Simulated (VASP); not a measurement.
Set up this calculation in VASP 6.6.1, as the native input.

- Task: single point
- Functional: PBE
- Potentials or basis: VASP PAW PBE potentials, release 64 (Nb_sv, S, Ge_d)
- Cutoff: 520 eV
- k mesh: 6 × 6 × 2
- Occupations: fermi-dirac, width 0.0558 eV
- Spin: no spin polarisation
- Dipole correction: no
- Further INCAR settings: ALGO = Normal; EDIFF = 1e-07; NBANDS = 34

The structure of Nb2GeS2 lies in POSCAR:

```
Nb2GeS2
1.0
    3.4208800000      0.0000000000      0.0000000000
   -1.7104400000      2.9625720000      0.0000000000
    0.0000000000      0.0000000000      8.9440990000
Nb S Ge
2 2 1
Direct
    0.3333000000      0.6667000000      0.1410000000
    0.6667000000      0.3333000000      0.8590000000
    0.3333000000      0.6667000000      0.6670000000
    0.6667000000      0.3333000000      0.3330000000
    0.0000000000      0.0000000000      0.0000000000
```

One way to write it, as run:

INCAR

```
PREC = Accurate
ENCUT = 520
EDIFF = 1E-7
ISMEAR = -1
SIGMA = 0.0558
LREAL = F
LASPH = T
NELM = 60
ALGO = Normal
ISIF = 2
LWAVE = F
LCHARG = F
GGA = PE
NBANDS = 34
```

KPOINTS

```
Automatic mesh
0
Gamma
  6 6 2
```

Potentials or basis: VASP PAW PBE potentials, release 64 (Nb_sv, S, Ge_d).

Command:

```bash
$ cat potpaw_PBE.64/Nb_sv/POTCAR potpaw_PBE.64/S/POTCAR potpaw_PBE.64/Ge_d/POTCAR > POTCAR
$ mpirun -np 1 vasp_std > vasp.out
```

Results of the run:

The pressure is 20.7 GPa and the largest force is 6.579 eV/Å. The band gap on the k mesh is zero (band 26 reaches 8.48 eV, above the bottom of band 27 at 7.56 eV).

Caveat: forces of over 1 eV/Å act on the atoms, so gaps and moduli don't describe the material at rest.

It took 90 s on 1 thread of Intel(R) Xeon(R) Platinum 8488C (Sapphire Rapids), with other jobs on the host, peak memory 0.26 GiB.
